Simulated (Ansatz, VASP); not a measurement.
Zr in VASP and in Ansatz

```
CELL_PARAMETERS angstrom
3.23200 0.00000 0.00000
-1.61600 2.79899 0.00000
0.00000 0.00000 5.04406
ATOMIC_POSITIONS crystal
Zr 0.33333 0.66667 0.25000
Zr 0.66667 0.33333 0.75000
```

Change from the starting cell: zz strain of -2 %.

Alike in both runs: task single point; functional PBEsol; k mesh 13 × 13 × 7; occupations fermi-dirac, width 0.08 eV; no spin polarisation.

|  | VASP | Ansatz |
| --- | --- | --- |
| version | VASP 6.6.1 | Ansatz 0.2.0 |
| potentials or method | VASP PAW PBE potentials, release 64 (Zr_sv), cutoff 520 eV | all-electron LAPW, scalar-relativistic |

VASP gave:

| Quantity | Value |
| --- | --- |
| pressure (GPa) | -1.3 |
| traceless stress, the component that is largest in VASP (GPa) | 1.77 |

Problem. What did Ansatz give for the same quantities?

Solution. Pressure (GPa): -1.3; traceless stress, the component that is largest in VASP (GPa): 1.76.

VASP's potentials were made for PBE, not for PBEsol. Ansatz ran all-electron here, and VASP with PAW potentials.
